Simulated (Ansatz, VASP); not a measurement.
# H: VASP beside Ansatz

INCAR

```
PREC = Accurate ; ENCUT = 520
EDIFF = 1E-6 ; ISMEAR = 0
SIGMA = 0.02 ; LREAL = False
LASPH = True ; NELM = 100
ALGO = Normal ; ISIF = 2
LWAVE = False ; LCHARG = True
GGA = PE ; LELF = True
LVHAR = True ; NBANDS = 10
```

Contents of KPOINTS:

```
Automatic mesh
0
Gamma
  9 9 6
```

File POSCAR:

```
H
1.0
    3.9124784798      0.0000000000      0.0552978781
   -1.9562392399      3.5576478787     -0.0276489390
    0.0726719263      0.0000000000      5.0500932799
H
4
Direct
    0.3286664890      0.6588103779      0.1793982387
    0.6688973529      0.3411896221      0.6790768033
    0.6722922792      0.3411896221      0.8209231967
    0.3301438789      0.6588103779      0.3206017613
```

Input for Ansatz:

```yaml
crystal:
  lattice:
    - [3.9124784798, 0.0, 0.0552978781]
    - [-1.9562392399, 3.5576478787, -0.027648939]
    - [0.0726719263, 0.0, 5.0500932799]
  atoms:
    - { symbol: H, position: [0.328666489, 0.6588103779, 0.1793982387] }
    - { symbol: H, position: [0.6688973529, 0.3411896221, 0.6790768033] }
    - { symbol: H, position: [0.6722922792, 0.3411896221, 0.8209231967] }
    - { symbol: H, position: [0.3301438789, 0.6588103779, 0.3206017613] }
basis:
  ecutwfc: 420
kpoints:
  mp_grid: { grid: [9, 9, 6] }
hamiltonian:
  xc: pbe
scf:
  occupations: { method: gaussian, width: 0.02 }
output:
  forces: true
  stress: true
  eigenvalues: true
  write_density: true
  write_potential: true
  elf: true
  volumetric_format: npy
```

Alike in both runs: task single point; functional PBE; k mesh 9 × 9 × 6; occupations gaussian, width 0.02 eV; no spin polarisation.

```csv
,VASP,Ansatz
version,VASP 6.6.1,Ansatz 0.2.0
potentials or method,"VASP PAW PBE potentials, release 64 (H), cutoff 520 eV","scalar-relativistic, plane waves, PAW"
valence electrons in the cell,4,4
```

|  | VASP | Ansatz | Ansatz less VASP |
| --- | --- | --- | --- |
| gap on the k mesh at the Fermi level (eV) | 9.91 | 9.91 | -0.001 |
| least direct gap on the mesh (eV) | 9.94 | 9.94 | -0.002 |
| pressure (GPa) | 1.3 | 1.5 | +0.16 |
| traceless stress, the component that is largest in VASP (GPa) | 2.93 | 2.99 | +0.058 |
| rms of the force components (eV/Å) | 0.789 | 0.798 | +0.0084 |

Atom by atom the forces differ by 0.008 eV/Å (rms over components). With one functional, cell and mesh, what is left measures potentials, basis and numerics. Ansatz's warnings: xc potential rough in thin density.
